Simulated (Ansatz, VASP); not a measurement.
SiC in VASP and in Ansatz

```
Si C
1.0
     3.05638    0.00000    0.00000
    -1.52819    2.64690    0.00000
     0.00000    0.00000    5.01592
Si C
2 2
Cartesian
  1.5282 0.8823 -0.0020
  0.0000 1.7646 2.5059
  1.5282 0.8823 1.8830
  0.0000 1.7646 4.3910
```

Alike in both runs: functional LDA; k mesh 12 × 12 × 6; occupations gaussian, width 0.02 eV; no spin polarisation.

Ansatz relaxed the structure, and its values are those at the end. VASP's run is a single point on that final structure, the one shown.

|  | VASP | Ansatz |
| --- | --- | --- |
| version | VASP 6.6.1 | Ansatz 0.2.0 |
| potentials or method | VASP PAW LDA potentials, release 64 (Si, C), cutoff 520 eV | scalar-relativistic, plane waves, PAW |
| valence electrons in the cell | 16 | 16 |

VASP gave:

- gap on the k mesh at the Fermi level (eV): 2.12
- least direct gap on the mesh (eV): 3.91
- pressure (GPa): 0.4

Question: Estimate Ansatz's values.

Answer: gap on the k mesh at the Fermi level (eV): 2.13; least direct gap on the mesh (eV): 3.92; pressure (GPa): 0.0.

LDA's correlation is that of Perdew and Zunger in VASP and of Perdew and Wang (1992) in Ansatz.
